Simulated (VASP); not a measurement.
Input of a VASP 6.6.1 run:

The input POSCAR:

```
FeCo3
1.0
    3.5013621382      0.0000000000      0.0000000000
    0.0000000000      3.5013621382      0.0000000000
    0.0000000000      0.0000000000      3.5013621382
Fe Co
1 3
Direct
    0.0000000000      0.0000000000      0.0000000000
    0.5000000000      0.5000000000      0.0000000000
    0.5000000000      0.0000000000      0.5000000000
    0.0000000000      0.5000000000      0.5000000000
```

INCAR.step1

```
SYSTEM = FeCo3
PREC = Accurate
ENCUT = 520
ISMEAR = 0
SIGMA = 0.1
LREAL = .FALSE.
LASPH = .TRUE.
NELM = 150
ISPIN = 2
MAGMOM = 3.21 2.09 2.09 2.09
LMAXMIX = 4
NBANDS = 30
GGA = PE
ALGO = Normal
EDIFF = 1E-4
LWAVE = .TRUE.
LCHARG = .FALSE.
```

File INCAR.step2:

```
SYSTEM = FeCo3
PREC = Accurate
ENCUT = 520
EDIFF = 1E-6
ISMEAR = 0
SIGMA = 0.1
LREAL = .FALSE.
LASPH = .TRUE.
NELM = 150
ALGO = Normal
ISIF = 2
LWAVE = .FALSE.
LCHARG = .TRUE.
ISPIN = 2
MAGMOM = 3.21 2.09 2.09 2.09
LORBIT = 11
LMAXMIX = 4
METAGGA = R2SCAN
LMIXTAU = .TRUE.
LELF = .TRUE.
LVHAR = .TRUE.
NBANDS = 30
ISTART = 1
```

File KPOINTS:

```
regular mesh
0
G
  12 12 12
  0 0 0
```

Potentials or basis: VASP PAW PBE potentials, release 64 (Fe, Co).

Command:

```sh
$ cat potpaw_PBE.64/Fe/POTCAR potpaw_PBE.64/Co/POTCAR > POTCAR
$ cp INCAR.step1 INCAR
$ mpirun -np 1 vasp_std > vasp.out
$ cp INCAR.step2 INCAR
$ mpirun -np 1 vasp_std > vasp.out
```

Q: Estimate the pressure.

A: 6.2 GPa.

Q: Estimate the site moments.

A: Fe +2.82; Co +1.79 μB.

Q: What does it give for the net moment?

A: 8.01 μB per cell.

Caveat: the cell stands under pressure; the PAW data sets were made with another functional, which shifts forces and pressure a little.
